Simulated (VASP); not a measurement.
Runs of VASP 6.6.1 on NbFe3Sn. The structure is that of space group Pm-3m (No. 221), or close to it. The cells are those of the table. 

```csv
task,spin,cell,k mesh,cutoff (eV),gap on the mesh (eV),pressure (GPa),moment (μB)
relaxation of cell and atoms,"collinear, ferrimagnetic start","relaxed from a = 4.129 Å, 5 atoms",4 × 4 × 4,600,-,0.0,4.97
single point,"collinear, ferrimagnetic start","a = 4.659 Å, 5 atoms",8 × 8 × 8,520,none,0.1,5.40
single point,"collinear, ferromagnetic start","a = 4.129 Å, 5 atoms",4 × 4 × 4,520,none,(a),1.35
single point,"collinear, ferrimagnetic start","a = 4.659 Å, 5 atoms",4 × 4 × 4,520,none,0.0,4.97
```

Alike in all rows: level PBE; potentials or basis VASP PAW PBE potentials, release 64 (Nb_sv, Fe, Sn_d); smearing gaussian 0.1 eV.

Question: Fill in the values left out.

Answer: (a) 54.5.

Caveats: some runs use coarse meshes; spin-orbit coupling is left out, which moves the levels of the heavy elements; the highest band is partly filled, so the run has too few bands (at least some runs).

A k mesh can miss the band edges, and the runs leave out spin-orbit coupling on Nb, Sn.

A gap of «none» marks levels without a gap at the run's occupations.
